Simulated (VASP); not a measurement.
Wanted: the native input for a VASP 6.6.1 run.

- Task: single point
- Functional: PBE
- Potentials or basis: VASP PAW PBE potentials, release 64 (B)
- Cutoff: 520 eV
- k mesh: 12 × 12 × 8
- Occupations: gaussian, width 0.1 eV
- Spin: no spin polarisation
- Dipole correction: no
- Further INCAR settings: ALGO = Normal; EDIFF = 1e-07; NBANDS = 18

The structure of B lies in POSCAR:

```
B
1.0
    3.2217352671      0.0000000000      0.0000000000
   -1.6108676336      2.7901045856      0.0000000000
    0.0000000000      0.0000000000      4.9048412132
B
6
Direct
    0.2684960174      0.5369920347      0.2500000000
    0.4630079653      0.7315039826      0.5833333333
    0.2684960174      0.7315039826      0.9166666667
    0.7315039826      0.4630079653      0.7500000000
    0.5369920347      0.2684960174      0.0833333333
    0.7315039826      0.2684960174      0.4166666667
```

One way to write it, as run:

INCAR

```
PREC = Accurate ; ENCUT = 520
EDIFF = 1E-7 ; ISMEAR = 0
SIGMA = 0.1 ; LREAL = False
LASPH = True ; NELM = 100
ALGO = Normal ; ISIF = 2
LWAVE = False ; LCHARG = False
GGA = PE ; NBANDS = 18
```

KPOINTS

```
regular mesh
0
Gamma
  12 12 8
```

Potentials or basis: VASP PAW PBE potentials, release 64 (B).

Command:

```bash
$ cat potpaw_PBE.64/B/POTCAR > POTCAR
$ mpirun -np 1 vasp_std > vasp.out
```

It gave:

```
Pressure               : 0.0 GPa
Largest force          : 0.004 eV/Å
Band gap on the k mesh : zero (band 9 reaches 8.79 eV, above the bottom of band 10 at 6.40 eV)
```

Run time: 72 s on 1 thread of Intel Xeon 8259CL (shared host), peak memory 0.18 GiB.
